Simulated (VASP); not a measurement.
# SnSe (Fm-3m) in VASP: a series of runs, part 2 of 2

VASP 6.6.1.

**4. Vibrations by perturbation theory, LDA**

This run uses another cell than the first one, of 17.61 Å³/atom.

INCAR

```
SYSTEM = SnSe
PREC = Accurate
ENCUT = 520
EDIFF = 1E-8
ISMEAR = -1
SIGMA = 0.15
LREAL = .False.
LASPH = .True.
NELM = 80
ALGO = Normal
ISIF = 2
LWAVE = .False.
LCHARG = .True.
IBRION = 8
NSW = 1
```

KPOINTS

```
regular mesh
0
Gamma
  14 14 14
  0 0 0
```

POSCAR

```
SnSe
1.0
    0.0000000000      2.6015223883      2.6015223883
    2.6015223883      0.0000000000      2.6015223883
    2.6015223883      2.6015223883      0.0000000000
Sn Se
1 1
Direct
    0.0000000000      0.0000000000      0.0000000000
    0.5000000000      0.5000000000      0.5000000000
```

Potentials or basis: VASP PAW LDA potentials, release 64 (Sn_d, Se).

The run is started by

```sh
> cat potpaw_LDA.64/Sn_d/POTCAR potpaw_LDA.64/Se/POTCAR > POTCAR
> mpirun -np 1 vasp_std > vasp.out
```

OUTCAR:

```text
SYSTEM = SnSe
   PREC = Accurate
   ENCUT = 520
   EDIFF = 1E-8
   ISMEAR = -1
   LREAL = .False.
   LASPH = .True.
   NELM = 80
   ISIF = 2
   IBRION = 8
   NSW = 1

 ion  position               nearest neighbor table
   1  0.000  0.000  0.000-   2 2.60   2 2.60   2 2.60   2 2.60   2 2.60   2 2.60
   2  0.500  0.500  0.500-   1 2.60   1 2.60   1 2.60   1 2.60   1 2.60   1 2.60

  LATTYP: Found a face centered cubic cell.
 ALAT       =     5.2030447766

  Lattice vectors:

 A1 = (   0.0000000000,   2.6015223883,   2.6015223883)
 A2 = (   2.6015223883,   0.0000000000,   2.6015223883)
 A3 = (   2.6015223883,   2.6015223883,   0.0000000000)

Analysis of symmetry for initial positions (statically):
=====================================================================
 Subroutine PRICEL returns:
 Original cell was already a primitive cell.

 Routine SETGRP: Setting up the symmetry group for a
 face centered cubic supercell.

 Subroutine GETGRP returns: Found 48 space group operations
 (whereof 48 operations were pure point group operations)
 out of a pool of 48 trial point group operations.

The static configuration has the point symmetry O_h .

Analysis of symmetry for dynamics (positions and initial velocities):
=====================================================================
 Subroutine PRICEL returns:
 Original cell was already a primitive cell.

 Routine SETGRP: Setting up the symmetry group for a
 face centered cubic supercell.

 Subroutine GETGRP returns: Found 48 space group operations
 (whereof 48 operations were pure point group operations)
[... 591 lines left out ...]
 -----------------------------------------------------------------------------------
    total drift:                               -0.000000      0.000000      0.000000

  FREE ENERGIE OF THE ION-ELECTRON SYSTEM (eV)
  ---------------------------------------------------
  free  energy   TOTEN  =        -7.6862360491 eV

  energy  without entropy=       -7.6486779624  energy(sigma->0) =       -7.66745701

[... ionic steps 2 to 3 ...]

--------------------------------------- Ionic step        4  -------------------------------------------

------------------------ aborting loop because EDIFF is reached ----------------------------------------

[... ionic steps 5 to 6 ...]

--------------------------------------- Ionic step        7  -------------------------------------------

 Free energy of the ion-electron system (eV)
  ---------------------------------------------------
  ---------------------------------------------------
  free energy    TOTEN  =        -0.08003517 eV

  energy without entropy =       -0.08003516

------------------------ aborting loop because EDIFF is reached ----------------------------------------

 INTERNAL STRAIN TENSOR  FOR ION    2  DIRECTION 1   (eV/Angst):
 -----------------------------------------------------------------------------
    -0.02348 -0.00000 -0.00000
    -0.00000  0.01269  0.00000
     0.00000  0.00000  0.01269

 INTERNAL STRAIN TENSOR FOR ION    2 for displacements in x,y,z  (eV/Angst):
          X           Y           Z          XY          YZ          ZX
  --------------------------------------------------------------------------------
  x     0.00000     0.00000     0.00000     0.00000     0.00000     0.00000
  y     0.00000     0.00000     0.00000     0.00000     0.00000     0.00000
  z     0.00000     0.00000     0.00000     0.00000     0.00000     0.00000

 SECOND DERIVATIVES (NOT SYMMETRIZED)
 ------------------------------------
               1X          1Y          1Z          2X          2Y          2Z
  1X    -7.650730    0.000000    0.000000    7.650730    0.000000    0.000000
  1Y     0.000000   -7.650730    0.000000    0.000000    7.650730    0.000000
  1Z     0.000000    0.000000   -7.650730    0.000000    0.000000    7.650730
  2X     7.645894    0.000000    0.000000   -7.645894    0.000000    0.000000
  2Y     0.000000    7.645894    0.000000    0.000000   -7.645894    0.000000
  2Z     0.000000    0.000000    7.645894    0.000000    0.000000   -7.645894

 Eigenvectors and eigenvalues of the dynamical matrix
 ----------------------------------------------------

   1 f  =    6.278312 THz    39.447797 2PiTHz  209.421940 cm-1    25.965000 meV
             X         Y         Z           dx          dy          dz
      0.000000  0.000000  0.000000     0.619399   -0.009495   -0.125938
      2.601522  2.601522  2.601522    -0.759230    0.011639    0.154368
[... 21 lines left out ...]
   6 f/i=    0.000972 THz     0.006108 2PiTHz    0.032426 cm-1     0.004020 meV
             X         Y         Z           dx          dy          dz
      0.000000  0.000000  0.000000    -0.707518    0.315035   -0.023793
      2.601522  2.601522  2.601522    -0.577211    0.257013   -0.019411

--------------------------------------------------------------------------------------------------------

 ELASTIC MODULI CONTR FROM IONIC RELAXATION (kBar)
 Direction    XX          YY          ZZ          XY          YZ          ZX
 --------------------------------------------------------------------------------
 XX           0.0000      0.0000      0.0000      0.0000      0.0000      0.0000
 YY           0.0000      0.0000      0.0000      0.0000      0.0000      0.0000
 ZZ           0.0000      0.0000      0.0000      0.0000      0.0000      0.0000
 XY           0.0000      0.0000      0.0000      0.0000      0.0000      0.0000
 YZ           0.0000      0.0000      0.0000      0.0000      0.0000      0.0000
 ZX           0.0000      0.0000      0.0000      0.0000      0.0000      0.0000
 --------------------------------------------------------------------------------
```

OSZICAR:

```text
N       E                     dE             d eps       ncg     rms          rms(c)
DAV:   1     0.133153065072E+03    0.13315E+03   -0.10358E+04  3000   0.205E+03
DAV:   2     0.289068805074E+01   -0.13026E+03   -0.12743E+03  3146   0.426E+02
DAV:   3    -0.760775702090E+01   -0.10498E+02   -0.10376E+02  3800   0.101E+02
DAV:   4    -0.781732216503E+01   -0.20957E+00   -0.20945E+00  3266   0.156E+01
[... 46 lines left out ...]
RMM:   9    -0.800353004194E-01    0.45464E-06    0.27887E-07 13704   0.226E-04    0.857E-05
RMM:  10    -0.800351909656E-01    0.10945E-06   -0.12113E-07 12670   0.885E-05    0.143E-05
RMM:  11    -0.800351689270E-01    0.22039E-07   -0.33242E-08 13513   0.304E-05    0.395E-06
RMM:  12    -0.800351661527E-01    0.27743E-08   -0.42354E-10 11136   0.153E-05    0.236E-07
 Linear response finished
```

stdout:

```text
POSCAR found type information on POSCAR SnSe
 POSCAR found :  2 types and       2 ions
 scaLAPACK will be used
 LDA part: xc-table for (Slater(with rela. corr.)+CA(PZ))
 , standard interpolation
 POSCAR, INCAR and KPOINTS ok, starting setup
 FFT: planning ... GRIDC
 FFT: planning ... GRID_SOFT
 FFT: planning ... GRID
 WAVECAR not read
 entering main loop
 Linear response reoptimize wavefunctions to high precision
 Linear response DOF=           2
 Linear response progress:
 first order change of Fermi-energy   0.14499E-03
 force on displaced ion       1 direction 1 :  -7.651   0.000   0.000
 Linear response progress:
 first order change of Fermi-energy  -0.25888E-03
 force on displaced ion       2 direction 1 :  -7.646   0.000   0.000
 Linear response finished
```

Run time: 8.4 min. Hardware: 1 thread of Intel Xeon Platinum 8259CL at 2.50GHz (Skylake/Cascade Lake), shared host; peak memory 0.37 GiB.

Results:

```
Highest phonon frequency at Γ, LO-TO splitting left out : 209 cm⁻¹
```

Phonon frequencies in cm⁻¹ (negative: imaginary):
| q point | frequencies |
| --- | --- |
| (0.000, 0.000, 0.000) | 0 0 0 209 209 209 |

Caveat: the cell stands under pressure or tension, which shifts response properties; spin-orbit coupling is left out, which moves the levels of the heavy elements.

**5. Vibrations by perturbation theory, LDA**

This run uses another cell than the first one, of 19.39 Å³/atom.

INCAR

```
PREC = Accurate
ENCUT = 520
EDIFF = 1E-8
ISMEAR = 0
SIGMA = 0.01
LREAL = False
LASPH = True
NELM = 60
ALGO = Normal
ISIF = 2
LWAVE = False
LCHARG = False
IBRION = 8
NSW = 1
```

KPOINTS

```
Automatic mesh
0
Gamma
  12 12 12
```

POSCAR

```
SnSe
1.0
    0.0000000000      2.6866952060      2.6866952060
    2.6866952060      0.0000000000      2.6866952060
    2.6866952060      2.6866952060      0.0000000000
Sn Se
1 1
Direct
    0.0000000000      0.0000000000      0.0000000000
    0.5000000000      0.5000000000      0.5000000000
```

Potentials or basis: VASP PAW LDA potentials, release 64 (Sn_d, Se).

The run is started by

```sh
> cat potpaw_LDA.64/Sn_d/POTCAR potpaw_LDA.64/Se/POTCAR > POTCAR
> mpirun -np 1 vasp_std > vasp.out
```

OUTCAR:

```text
PREC = Accurate
   ENCUT = 520
   EDIFF = 1E-8
   ISMEAR = 0
   LREAL = False
   LASPH = True
   NELM = 60
   ISIF = 2
   IBRION = 8
   NSW = 1

 ion  position               nearest neighbor table
   1  0.000  0.000  0.000-   2 2.69   2 2.69   2 2.69   2 2.69   2 2.69   2 2.69
   2  0.500  0.500  0.500-   1 2.69   1 2.69   1 2.69   1 2.69   1 2.69   1 2.69

  LATTYP: Found a face centered cubic cell.
 ALAT       =     5.3733904120

  Lattice vectors:

 A1 = (   0.0000000000,   2.6866952060,   2.6866952060)
 A2 = (   2.6866952060,   0.0000000000,   2.6866952060)
 A3 = (   2.6866952060,   2.6866952060,   0.0000000000)

Analysis of symmetry for initial positions (statically):
=====================================================================
 Subroutine PRICEL returns:
 Original cell was already a primitive cell.

 Routine SETGRP: Setting up the symmetry group for a
 face centered cubic supercell.

 Subroutine GETGRP returns: Found 48 space group operations
 (whereof 48 operations were pure point group operations)
 out of a pool of 48 trial point group operations.

The static configuration has the point symmetry O_h .

Analysis of symmetry for dynamics (positions and initial velocities):
=====================================================================
 Subroutine PRICEL returns:
 Original cell was already a primitive cell.

 Routine SETGRP: Setting up the symmetry group for a
 face centered cubic supercell.

 Subroutine GETGRP returns: Found 48 space group operations
[... 593 lines left out ...]
 -----------------------------------------------------------------------------------
    total drift:                               -0.000000      0.000000      0.000000

  FREE ENERGIE OF THE ION-ELECTRON SYSTEM (eV)
  ---------------------------------------------------
  free  energy   TOTEN  =        -8.5614376178 eV

  energy  without entropy=       -8.5613592582  energy(sigma->0) =       -8.56139844

[... ionic steps 2 to 3 ...]

--------------------------------------- Ionic step        4  -------------------------------------------

------------------------ aborting loop because EDIFF is reached ----------------------------------------

[... ionic steps 5 to 6 ...]

--------------------------------------- Ionic step        7  -------------------------------------------

 Free energy of the ion-electron system (eV)
  ---------------------------------------------------
  ---------------------------------------------------
  free energy    TOTEN  =        -0.08095587 eV

  energy without entropy =       -0.08095587

------------------------ aborting loop because EDIFF is reached ----------------------------------------

 INTERNAL STRAIN TENSOR  FOR ION    2  DIRECTION 1   (eV/Angst):
 -----------------------------------------------------------------------------
    -0.02285 -0.00000 -0.00000
     0.00000  0.01392  0.00000
     0.00000  0.00000  0.01392

 INTERNAL STRAIN TENSOR FOR ION    2 for displacements in x,y,z  (eV/Angst):
          X           Y           Z          XY          YZ          ZX
  --------------------------------------------------------------------------------
  x     0.00000     0.00000     0.00000     0.00000     0.00000     0.00000
  y     0.00000     0.00000     0.00000     0.00000     0.00000     0.00000
  z     0.00000     0.00000     0.00000     0.00000     0.00000     0.00000

 SECOND DERIVATIVES (NOT SYMMETRIZED)
 ------------------------------------
               1X          1Y          1Z          2X          2Y          2Z
  1X    -5.138728    0.000000    0.000000    5.138728    0.000000    0.000000
  1Y     0.000000   -5.138728    0.000000    0.000000    5.138728    0.000000
  1Z     0.000000    0.000000   -5.138728    0.000000    0.000000    5.138728
  2X     5.144426    0.000000    0.000000   -5.144426    0.000000    0.000000
  2Y     0.000000    5.144426    0.000000    0.000000   -5.144426    0.000000
  2Z     0.000000    0.000000    5.144426    0.000000    0.000000   -5.144426

 Eigenvectors and eigenvalues of the dynamical matrix
 ----------------------------------------------------

   1 f  =    5.148092 THz    32.346414 2PiTHz  171.721854 cm-1    21.290787 meV
             X         Y         Z           dx          dy          dz
      0.000000  0.000000  0.000000    -0.631813   -0.000000   -0.000000
      2.686695  2.686695  2.686695     0.775121    0.000000    0.000000
[... 21 lines left out ...]
   6 f/i=    0.001397 THz     0.008777 2PiTHz    0.046597 cm-1     0.005777 meV
             X         Y         Z           dx          dy          dz
      0.000000  0.000000  0.000000    -0.751945   -0.188125    0.000000
      2.686695  2.686695  2.686695    -0.612922   -0.153344    0.000000

--------------------------------------------------------------------------------------------------------

 ELASTIC MODULI CONTR FROM IONIC RELAXATION (kBar)
 Direction    XX          YY          ZZ          XY          YZ          ZX
 --------------------------------------------------------------------------------
 XX           0.0000      0.0000      0.0000      0.0000      0.0000      0.0000
 YY           0.0000      0.0000      0.0000      0.0000      0.0000      0.0000
 ZZ           0.0000      0.0000      0.0000      0.0000      0.0000      0.0000
 XY           0.0000      0.0000      0.0000      0.0000      0.0000      0.0000
 YZ           0.0000      0.0000      0.0000      0.0000      0.0000      0.0000
 ZX           0.0000      0.0000      0.0000      0.0000      0.0000      0.0000
 --------------------------------------------------------------------------------
```

OSZICAR:

```text
N       E                     dE             d eps       ncg     rms          rms(c)
DAV:   1     0.133586142835E+03    0.13359E+03   -0.10281E+04  2064   0.197E+03
DAV:   2     0.249241716993E+01   -0.13109E+03   -0.12857E+03  2154   0.421E+02
[... 45 lines left out ...]
RMM:   5    -0.809692200564E-01   -0.40570E-04   -0.42748E-06  8394   0.166E-02    0.455E-03
RMM:   6    -0.809618214026E-01    0.73987E-05   -0.69306E-07  8311   0.570E-03    0.219E-03
RMM:   7    -0.809578484103E-01    0.39730E-05   -0.79416E-08  8517   0.161E-03    0.968E-04
RMM:   8    -0.809562317923E-01    0.16166E-05    0.26819E-08  8467   0.578E-04    0.107E-04
RMM:   9    -0.809559342366E-01    0.29756E-06    0.16058E-07  9205   0.175E-04    0.311E-05
RMM:  10    -0.809558614366E-01    0.72800E-07   -0.63561E-08  8494   0.666E-05    0.326E-06
RMM:  11    -0.809558681565E-01   -0.67199E-08   -0.34206E-08  9169   0.221E-05    0.388E-06
 Linear response finished
```

Wall time 4.7 min (1 thread of Intel Xeon Platinum 8259CL at 2.50GHz (Skylake/Cascade Lake), shared host); peak memory 0.35 GiB.

Results:

```yaml
Highest_phonon_frequency_at_Γ_LO-TO_splitting_left_out: 172 cm⁻¹
```

Phonon frequencies in cm⁻¹ (negative: imaginary):
```csv
q point,frequencies
"(0.000, 0.000, 0.000)",0 0 0 172 172 172
```

Caveat: the cell stands under pressure or tension, which shifts response properties; spin-orbit coupling is left out, which moves the levels of the heavy elements.
